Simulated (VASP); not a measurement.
# W5F in VASP: further runs

Runs on W5F. Level: PBEsol. Tasks: single point, relaxation of the atoms.

All numbers are computed with VASP 6.6.1; they aren't measurements. Logs are shortened: lines on timing, memory, paths and dates and some standing lists are left out, and cuts for length are marked.

### Step 1. The cell of the first run

The cell holds a slab with vacuum, 6 atoms: a = 3.154 Å, b = 3.154 Å, c = 25.309 Å, α = 90.00°, β = 90.00°, γ = 90.00°.

### Step 2. Single point, PBEsol

INCAR

```
SYSTEM = W5F
PREC     = Accurate       ! precision mode
ENCUT    = 520            ! plane-wave cutoff, eV
EDIFF    = 1E-6           ! SCF threshold, eV
ISMEAR   = 0              ! smearing method
SIGMA    = 0.1            ! smearing width, eV
LREAL    = .FALSE.        ! projectors in reciprocal space
LASPH    = .TRUE.         ! aspherical terms in the spheres
NELM     = 60             ! most SCF steps
ALGO     = Normal         ! electronic algorithm
ISIF     = 2              ! what is computed and relaxed
LWAVE    = .FALSE.        ! write WAVECAR
LCHARG   = .TRUE.         ! write CHGCAR
LDIPOL   = .TRUE.       
IDIPOL   = 3            
DIPOL    = 0.5 0.5 0.496
GGA      = PS             ! functional
LELF     = .TRUE.         ! ELF
LVHAR    = .TRUE.       
LVACPOTAV= .TRUE.       
NBANDS   = 48             ! bands
```

KPOINTS

```
regular mesh
0
G
  9 9 1
  0 0 0
```

POSCAR

```
W5F
1.0
    3.1543602768      0.0000000000      0.0000000000
    0.0000000000      3.1543602768      0.0000000000
    0.0000000000      0.0000000000     25.3087205537
W F
5 1
Direct
    0.5000000000      0.5000000000      0.3358526158
    0.0000000000      0.0000000000      0.3981702717
    0.5000000000      0.5000000000      0.4591284181
    0.0000000000      0.0000000000      0.5233039978
    0.5000000000      0.5000000000      0.5784891153
    0.5000000000      0.5000000000      0.6793201438
```

Potentials or basis: VASP PAW PBE potentials, release 64 (W_sv, F).

Run with:

```bash
> cat potpaw_PBE.64/W_sv/POTCAR potpaw_PBE.64/F/POTCAR > POTCAR
> mpirun -np 1 vasp_std > vasp.out
```

OUTCAR:

```text
SYSTEM = W5F
   PREC = Accurate
   ENCUT = 520
   EDIFF = 1E-6
   ISMEAR = 0
   LREAL = .FALSE.
   LASPH = .TRUE.
   NELM = 60
   ISIF = 2
   GGA = PS

 ion  position               nearest neighbor table
   1  0.500  0.500  0.336-   2 2.73   2 2.73   2 2.73   2 2.73   3 3.12
   2  0.000  0.000  0.398-   3 2.71   3 2.71   3 2.71   3 2.71   1 2.73   1 2.73   1 2.73   1 2.73
                             4 3.17
   3  0.500  0.500  0.459-   2 2.71   2 2.71   2 2.71   2 2.71   4 2.76   4 2.76   4 2.76   4 2.76
                             5 3.02   1 3.12
   4  0.000  0.000  0.523-   5 2.63   5 2.63   5 2.63   5 2.63   3 2.76   3 2.76   3 2.76   3 2.76
                             2 3.17
   5  0.500  0.500  0.578-   6 2.55   4 2.63   4 2.63   4 2.63   4 2.63   3 3.02
   6  0.500  0.500  0.679-   5 2.55

  LATTYP: Found a simple tetragonal cell.
 ALAT       =     3.1543602768
 C/A-ratio  =     8.0234083405

  Lattice vectors:

 A1 = (   3.1543602768,   0.0000000000,   0.0000000000)
 A2 = (   0.0000000000,   3.1543602768,   0.0000000000)
 A3 = (   0.0000000000,   0.0000000000,  25.3087205537)

Analysis of symmetry for initial positions (statically):
=====================================================================
 Subroutine PRICEL returns:
 Original cell was already a primitive cell.

 Routine SETGRP: Setting up the symmetry group for a
 simple tetragonal supercell.

 Subroutine GETGRP returns: Found  8 space group operations
 (whereof  8 operations were pure point group operations)
 out of a pool of 16 trial point group operations.

The static configuration has the point symmetry C_4v.

Analysis of symmetry for dynamics (positions and initial velocities):
=====================================================================
 Subroutine PRICEL returns:
 Original cell was already a primitive cell.

 Routine SETGRP: Setting up the symmetry group for a
 simple tetragonal supercell.

 Subroutine GETGRP returns: Found  8 space group operations
 (whereof  8 operations were pure point group operations)
 out of a pool of 16 trial point group operations.

The dynamic configuration has the point symmetry C_4v.

 Subroutine INISYM returns: Found  8 space group operations
 (whereof  8 operations are pure point group operations),
 and found     1 'primitive' translations

----------------------------------------------------------------------------------------

                                     Primitive cell

  volume of cell :     251.8215

  direct lattice vectors                    reciprocal lattice vectors
     3.154360277  0.000000000  0.000000000     0.317021492  0.000000000  0.000000000
     0.000000000  3.154360277  0.000000000     0.000000000  0.317021492  0.000000000
     0.000000000  0.000000000 25.308720554     0.000000000  0.000000000  0.039512072

  length of vectors
     3.154360277  3.154360277 25.308720554     0.317021492  0.317021492  0.039512072

  position of ions in fractional coordinates (direct lattice)
     0.500000000  0.500000000  0.335852616
     0.000000000  0.000000000  0.398170272
     0.500000000  0.500000000  0.459128418
     0.000000000  0.000000000  0.523303998
     0.500000000  0.500000000  0.578489115
     0.500000000  0.500000000  0.679320144

  ion indices of the primitive-cell ions
   primitive index   ion index
                 1           1
                 2           2
                 3           3
                 4           4
                 5           5
                 6           6

----------------------------------------------------------------------------------------

 KPOINTS: regular mesh

Automatic generation of k-mesh.
 Grid dimensions read from file:
 generate k-points for:    9    9    1

 Generating k-lattice:

  Cartesian coordinates                     Fractional coordinates (reciprocal lattice)
     0.035224610  0.000000000  0.000000000     0.111111111  0.000000000  0.000000000
     0.000000000  0.035224610  0.000000000     0.000000000  0.111111111  0.000000000
     0.000000000  0.000000000  0.039512072     0.000000000  0.000000000  1.000000000

  Length of vectors
     0.035224610  0.035224610  0.039512072

  Shift w.r.t. Gamma in fractional coordinates (k-lattice)
     0.000000000  0.000000000  0.000000000

 Subroutine IBZKPT returns following result:
 ===========================================

 Found     15 irreducible k-points:

 Following reciprocal coordinates:
            Coordinates               Weight
  0.000000  0.000000  0.000000      1.000000
  0.111111  0.000000  0.000000      4.000000
  0.222222  0.000000  0.000000      4.000000
  0.333333  0.000000  0.000000      4.000000
  0.444444  0.000000  0.000000      4.000000
  0.111111  0.111111  0.000000      4.000000
  0.222222  0.111111  0.000000      8.000000
  0.333333  0.111111  0.000000      8.000000
  0.444444  0.111111  0.000000      8.000000
  0.222222  0.222222  0.000000      4.000000
  0.333333  0.222222  0.000000      8.000000
  0.444444  0.222222  0.000000      8.000000
  0.333333  0.333333  0.000000      4.000000
  0.444444  0.333333  0.000000      8.000000
  0.444444  0.444444  0.000000      4.000000
   k-points           NKPTS =     15   k-points in BZ     NKDIM =     15   number of bands    NBANDS=     48
   number of dos      NEDOS =    301   number of ions     NIONS =      6
   total plane-waves  NPLWV = 110592
   dimension x,y,z NGX =    24 NGY =   24 NGZ =  192
   dimension x,y,z NGXF=    48 NGYF=   48 NGZF=  384
   ions per type =               5   1
   NGX,Y,Z   is equivalent  to a cutoff of  12.65, 12.65, 12.61 a.u.
   NGXF,Y,Z  is equivalent  to a cutoff of  25.30, 25.30, 25.22 a.u.
 SYSTEM =  W5F
   PREC   = accura    normal or accurate (medium, high low for compatibility)
   ISTART =      0    job   : 0-new  1-cont  2-samecut
   ICHARG =      2    charge: 1-file 2-atom 10-const
   ISPIN  =      1    spin polarized calculation?
   LNONCOLLINEAR =      F non collinear calculations
   LSORBIT =      F    spin-orbit coupling
   LASPH  =      T    aspherical Exc in radial PAW
   ENCUT  =  520.0 eV  38.22 Ry    6.18 a.u.   5.87  5.87 47.06*2*pi/ulx,y,z
   NELM   =     60;   NELMIN=  2; NELMDL= -5     # of ELM steps
   EDIFF  = 0.1E-05   stopping-criterion for ELM
   LREAL  =      F    real-space projection
   EDIFFG = 0.1E-04   stopping-criterion for IOM
   NSW    =      0    number of steps for IOM
   IBRION =     -1    ionic relax: 0-MD 1-quasi-New 2-CG
   NFREE  =      0    steps in history (QN), initial steepest desc. (CG)
   ISIF   =      2    stress and relaxation
   ISYM   =      2    0-nonsym 1-usesym 2-fastsym
   POTIM  = 0.5000    time-step for ionic-motion
   TEBEG  =    0.0;   TEEND  =   0.0 temperature during run
   PSTRESS=    0.0 pullay stress
   NELECT =      77.0000    total number of electrons
   NUPDOWN=      -1.0000    fix difference up-down
   EMIN   =  10.00;   EMAX   =-10.00  energy-range for DOS
   EFERMI =   0.00;   METHOD = LEGACY
   ISMEAR =     0;   SIGMA  =   0.10  broadening in eV -4-tet -1-fermi 0-gaus
   EFERMI_NEDOS =   21; number of points for ismear=-14 and -15
   IALGO  =     38    algorithm
   IMIX   =      4    mixing-type and parameters
     AMIX     =   0.40;   BMIX     =  1.00
     AMIX_MAG =   1.60;   BMIX_MAG =  1.00
  volume/ion in A,a.u.               =      41.97       283.23
  Fermi-wavevector in a.u.,A,eV,Ry     =   1.102912  2.084201 16.550325  1.216415
  Thomas-Fermi vector in A             =   2.239362
   LORBIT       =      0    0 simple, 1 ext, 2 COOP (PROOUT), +10 PAW based schemes
   GGA     = PS    functional components
   LHFCALC =     F    Hartree Fock is set to
   AEXX    =    0.0000 exact exchange contribution
   IVDW    =     0    specifies the selected vdW correction
   LEPSILON=     F    determine dielectric tensor
   LRPA    =     F    only Hartree local field effects (RPA)
 non-spin polarized calculation
 Gauss-broadening in eV      SIGMA  =   0.10
  energy-cutoff  :      520.00
  volume of cell :      251.82
 maximum number of plane-waves:      6860
 NGX is ok and might be reduce to    24
   NGX = 11   NGY = 11   NGZ = 95

 dipolmoment           0.000000      0.000000     -0.025907 electrons x Angstroem

 number of electron      76.9999995 magnetization

 dipolmoment           0.000000      0.000000      0.335111 electrons x Angstroem

 Free energy of the ion-electron system (eV)
  ---------------------------------------------------
  ext. energy  EPLUGINS =         0.00000000
  ---------------------------------------------------
  free energy    TOTEN  =       -67.11179277 eV

  energy without entropy =      -67.07634262  energy(sigma->0) =      -67.09406769

 E-fermi :  -1.2726     XC(G=0):  -5.6558

 val. band max:       -1.2763730747   @ k =   0.1111   0.1111   0.0000
 cond. band min:      -1.2650923274   @ k =   0.4444   0.0000   0.0000
 fundamental gap:      0.0112807473
 Fermi energy:        -1.2725633563

 k-point     1 :       0.0000    0.0000    0.0000
  band No.  band energies     occupation
      1     -75.4535      2.00000
      2     -75.3480      2.00000
      3     -75.3080      2.00000
      4     -75.0670      2.00000
      5     -74.9369      2.00000
      6     -39.7917      2.00000
[... 40 lines left out ...]
     47       1.2843      0.00000
     48       1.8823      0.00000

 k-point     2 :       0.1111    0.0000    0.0000
  band No.  band energies     occupation
      1     -75.4501      2.00000
      2     -75.3434      2.00000
      3     -75.3066      2.00000
      4     -75.0692      2.00000
      5     -74.9388      2.00000
      6     -39.8870      2.00000
[... 40 lines left out ...]
     47       1.4068      0.00000
     48       1.8621      0.00000

 k-point     3 :       0.2222    0.0000    0.0000
  band No.  band energies     occupation
      1     -75.4414      2.00000
      2     -75.3311      2.00000
      3     -75.3032      2.00000
      4     -75.0753      2.00000
      5     -74.9439      2.00000
      6     -40.0023      2.00000
[... 40 lines left out ...]
     47       1.4452      0.00000
     48       1.7348      0.00000

 k-point     4 :       0.3333    0.0000    0.0000
  band No.  band energies     occupation
      1     -75.4316      2.00000
      2     -75.3159      2.00000
      3     -75.2992      2.00000
      4     -75.0833      2.00000
      5     -74.9499      2.00000
      6     -40.1113      2.00000
[... 499 lines left out ...]
     47       1.8785      0.00000
     48       2.0309      0.00000

 k-point    14 :       0.4444    0.3333    0.0000
  band No.  band energies     occupation
      1     -75.4178      2.00000
      2     -75.2972      2.00000
      3     -75.2895      2.00000
      4     -75.0830      2.00000
      5     -74.9472      2.00000
      6     -40.1119      2.00000
[... 40 lines left out ...]
     47       1.9549      0.00000
     48       2.1035      0.00000

 k-point    15 :       0.4444    0.4444    0.0000
  band No.  band energies     occupation
      1     -75.4156      2.00000
      2     -75.2948      2.00000
      3     -75.2875      2.00000
      4     -75.0811      2.00000
      5     -74.9452      2.00000
      6     -40.1655      2.00000
[... 40 lines left out ...]
     47       1.9818      0.00000
     48       2.1147      0.00000

------------------------ aborting loop because EDIFF is reached ----------------------------------------

  FORCE on cell =-STRESS in cart. coord.  units (eV):
  Direction    XX          YY          ZZ          XY          YZ          ZX
  --------------------------------------------------------------------------------------
  -------------------------------------------------------------------------------------
  Total       -4.7890210     -4.7890210    -11.5720271      0.0000000     -0.0000000      0.0000000
  in kB      -30.4694449    -30.4694449    -73.6253280      0.0000000     -0.0000000      0.0000000
  external PRESSURE =     -44.8547393 kB  Pullay stress =       0.0000000 kB

 VOLUME and BASIS-vectors are now :
 -----------------------------------------------------------------------------
  energy-cutoff  :      520.00
  volume of cell :      251.82
      direct lattice vectors                 reciprocal lattice vectors
     3.154360277  0.000000000  0.000000000     0.317021492  0.000000000  0.000000000
     0.000000000  3.154360277  0.000000000     0.000000000  0.317021492  0.000000000
     0.000000000  0.000000000 25.308720554     0.000000000  0.000000000  0.039512072

 POSITION                                       TOTAL-FORCE (eV/Angst)
 -----------------------------------------------------------------------------------
      1.57718      1.57718      8.50000        -0.000000      0.000000      1.491763
      0.00000      0.00000     10.07718        -0.000000      0.000000     -1.507540
      1.57718      1.57718     11.61995        -0.000000     -0.000000     -0.141625
      0.00000      0.00000     13.24415        -0.000000      0.000000     -0.741357
      1.57718      1.57718     14.64082         0.000000      0.000000      5.084142
      1.57718      1.57718     17.19272        -0.000000      0.000000     -4.185382
 -----------------------------------------------------------------------------------
    total drift:                                0.000000     -0.000000     -0.002762

  FREE ENERGIE OF THE ION-ELECTRON SYSTEM (eV)
  ---------------------------------------------------
  free  energy   TOTEN  =       -67.1117927656 eV

  energy  without entropy=      -67.0763426203  energy(sigma->0) =      -67.09406769

 vacuum level on the upper side and lower side of the slab         9.189         3.093
```

Run time: 5 min. Hardware: 1 thread of Intel Xeon 6975P-C (Granite Rapids), shared host; peak memory 0.4 GiB.

What came out:

| Item | Value |
| --- | --- |
| Free energy | -67.1118 eV |
| Largest force | 5.084 eV/Å |
| Band gap on the k mesh | zero (an odd number of electrons rules out a gap without spin polarisation) |

Forces in eV/Å, atoms in the order of the input:
```
W    0.000  0.000  1.492
W    0.000  0.000 -1.508
W    0.000  0.000 -0.142
W    0.000  0.000 -0.741
W    0.000  0.000  5.084
F    0.000  0.000 -4.185
```

Caveat: the PAW data sets were made with another functional, which shifts forces and pressure a little; spin-orbit coupling is left out, which moves the levels of the heavy elements; an odd number of electrons without spin polarisation forces a metal; a magnetic or distorted state may lie lower.

### Step 3. Single point, PBEsol

INCAR

```
PREC = Accurate
ENCUT = 520
EDIFF = 1E-6
ISMEAR = 0
SIGMA = 0.1
LREAL = F
LASPH = T
NELM = 60
ALGO = Normal
ISIF = 2
LWAVE = F
LCHARG = F
LDIPOL = T
IDIPOL = 3
DIPOL = 0.5 0.5 0.487
GGA = PS
NBANDS = 48
```

KPOINTS

```
regular mesh
0
Gamma
  9 9 1
```

POSCAR: that of step 2 with these lines changed.

```diff
@@ -13,2 +13,2 @@
     0.5000000000      0.5000000000      0.5784891153
-    0.5000000000      0.5000000000      0.6793201438
+    0.5000000000      0.5000000000      0.6299300532
```

Potentials or basis: VASP PAW PBE potentials, release 64 (W_sv, F).

Run with:

```bash
> cat potpaw_PBE.64/W_sv/POTCAR potpaw_PBE.64/F/POTCAR > POTCAR
> mpirun -np 1 vasp_std > vasp.out
```

Run time: 2.9 min. Hardware: 1 thread of Intel Xeon 6975P-C (Granite Rapids), shared host; peak memory 0.39 GiB.

It converged, with:

```yaml
Free_energy: -55.0346 eV
Largest_force: 87.529 eV/Å
Band_gap_on_the_k_mesh: zero (an odd number of electrons rules out a gap without spin polarisation)
```

Forces on the atoms (eV/Å):
```
W     0.000   0.000   1.722
W     0.000   0.000  -1.484
W     0.000   0.000  -0.849
W     0.000   0.000  -1.578
W     0.000   0.000 -85.341
F     0.000   0.000  87.529
```

Levels at points of the mesh, in eV from the Fermi level:
```
           k point  band 35  band 36  band 37  band 38  band 39  band 40  band 41  band 42  band 43  band 44
(0.00, 0.00, 0.00)    -1.10    -0.62    -0.62    -0.44    -0.27    -0.25     0.34     0.36     0.36     1.46
```

Caveat: atoms lie so close that the PAW spheres overlap strongly, which falsifies energies and pressures; the PAW data sets were made with another functional, which shifts forces and pressure a little; spin-orbit coupling is left out, which moves the levels of the heavy elements; an odd number of electrons without spin polarisation forces a metal; a magnetic or distorted state may lie lower.

(Part 1 of 2 ends here.)
